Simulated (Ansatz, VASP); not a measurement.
**Two plane-wave programs on Si3N4**

```xyz
14
Lattice="7.5950 0.0000 0.0000 -3.7975 6.5775 0.0000 0.0000 0.0000 2.9023" Properties=species:S:1:pos:R:3 pbc="T T T"
Si    5.1687    1.1416    0.9451
Si    1.5957    5.0470    2.3962
Si    4.0220    3.9054    0.9451
Si   -1.3712    5.4359    2.3962
Si    2.2018    1.5304    0.9451
Si   -0.2245    2.6720    2.3962
N    -1.0292    2.1689    0.9451
N     5.2021    0.1931    2.3963
N     2.4338    4.6017    0.9451
N     4.8267    4.4086    2.3963
N    -1.4046    6.3843    0.9451
N     1.3637    1.9758    2.3963
N     0.0000    4.3850   -0.5064
N     3.7975    2.1925    0.9448
```

Alike in both runs: functional PBE; k mesh 4 × 4 × 10; occupations fermi-dirac, width 0.02 eV; no spin polarisation.

Ansatz relaxed the structure, and its values are those at the end. VASP's run is a single point on that final structure, the one shown.

|  | VASP | Ansatz |
| --- | --- | --- |
| version | VASP 6.6.1 | Ansatz 0.2.0 |
| potentials or method | VASP PAW PBE potentials, release 64 (Si, N) | plane-wave PAW, scalar-relativistic |
| plane-wave cutoff (eV) | 520 | 420 |
| valence electrons in the cell | 64 | 64 |

|  | VASP | Ansatz | Ansatz less VASP |
| --- | --- | --- | --- |
| gap on the k mesh at the Fermi level (eV) | 4.35 | 4.36 | +0.012 |
| pressure (GPa) | 6.2 | 6.5 | +0.29 |
| rms of the force components (eV/Å) | 0.006 | 0.005 | -0.0002 |

Ansatz's warnings: stress scf threshold loose.
